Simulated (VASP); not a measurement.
Input of a VASP 6.6.1 run:

The input INCAR:

```
PREC     = Accurate       # precision mode
ENCUT    = 520            # plane-wave cutoff, eV
EDIFF    = 1E-7           # SCF threshold, eV
ISMEAR   = -1             # smearing method
SIGMA    = 0.02           # smearing width, eV
LREAL    = F              # projectors in reciprocal space
LASPH    = T              # aspherical terms in the spheres
NELM     = 100            # most SCF steps
ALGO     = Normal         # electronic algorithm
ISIF     = 2              # what is computed and relaxed
LWAVE    = F              # write WAVECAR
LCHARG   = F              # write CHGCAR
GGA      = PE             # functional
NBANDS   = 26             # bands
```

The input KPOINTS:

```
Automatic mesh
0
Gamma
  12 12 4
```

The input POSCAR:

```
GaAs
1.0
    4.2497554351      0.0000000000      0.0000000000
   -2.1248777176      3.6803961666      0.0000000000
    0.0000000000      0.0000000000      5.7732410614
Ga As
2 2
Direct
    0.3333333333      0.6666666667      0.2500000000
    0.6666666667      0.3333333333      0.7500000000
    0.6666666667      0.3333333333      0.2500000000
    0.3333333333      0.6666666667      0.7500000000
```

Potentials or basis: VASP PAW PBE potentials, release 64 (Ga_d, As).

Run with:

```sh
$ cat potpaw_PBE.64/Ga_d/POTCAR potpaw_PBE.64/As/POTCAR > POTCAR
$ mpirun -np 1 vasp_std > vasp.out
```

(1) What does it give for the pressure?

(2) What does it give for the band gap on the k mesh?

Answers

(1) 2.6 GPa.

(2) zero (bands 18 and 19 overlap by 1.09 eV).
